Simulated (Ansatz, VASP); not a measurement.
**Ni in VASP and in Ansatz**

File INCAR:

```
SYSTEM = Ni
PREC = Accurate
ENCUT = 520
EDIFF = 1E-6
ISMEAR = 1
SIGMA = 1.0
LREAL = .False.
LASPH = .True.
NELM = 100
ALGO = Normal
ISIF = 2
LWAVE = .False.
LCHARG = .False.
GGA = PE
NBANDS = 11
```

Contents of KPOINTS:

```
Automatic mesh
0
Gamma
  15 15 15
  0 0 0
```

Contents of POSCAR:

```
Ni
1.0
    0.0000000000      1.7572466680      1.7572466680
    1.7572466680      0.0000000000      1.7572466680
    1.7572466680      1.7572466680      0.0000000000
Ni
1
Direct
    0.0000000000      0.0000000000      0.0000000000
```

Input for Ansatz:

```yaml
crystal:
  lattice:
    - [0.0, 1.757246668, 1.757246668]
    - [1.757246668, 0.0, 1.757246668]
    - [1.757246668, 1.757246668, 0.0]
  atoms:
    - { symbol: Ni, position: [0.0, 0.0, 0.0] }
hamiltonian:
  xc: pbe
  pseudopotentials:
    kind: paw
    azcp:
      Ni: "pseudopotentials/Ni.paw.azcp"
basis:
  ecutwfc: 420
  fft_grid_basis: typed
kpoints:
  mp_grid: { grid: [15, 15, 15], shift: [0, 0, 0] }
magnetization:
  spin_polarized: false
scf:
  occupations: { method: methfessel_paxton, width: 1.0 }
  lower_state_search: "off"
output:
  stress: true
```

Alike in both runs: task single point; functional PBE; k mesh 15 × 15 × 15; occupations methfessel-paxton of order 1, width 1 eV; no spin polarisation.

|  | VASP | Ansatz |
| --- | --- | --- |
| version | VASP 6.6.1 | Ansatz 0.2.0 |
| potentials or method | VASP PAW PBE potentials, release 64 (Ni), cutoff 520 eV | plane waves (420 eV) with PAW, scalar-relativistic |
| valence electrons in the cell | 10 | 18 |

|  | VASP | Ansatz | Ansatz less VASP |
| --- | --- | --- | --- |
| pressure (GPa) | -0.7 | -0.7 | +0.02 |

VASP's potentials hold 10 valence electrons a cell and Ansatz's 18, so a difference there can come from the potentials and not from the codes.
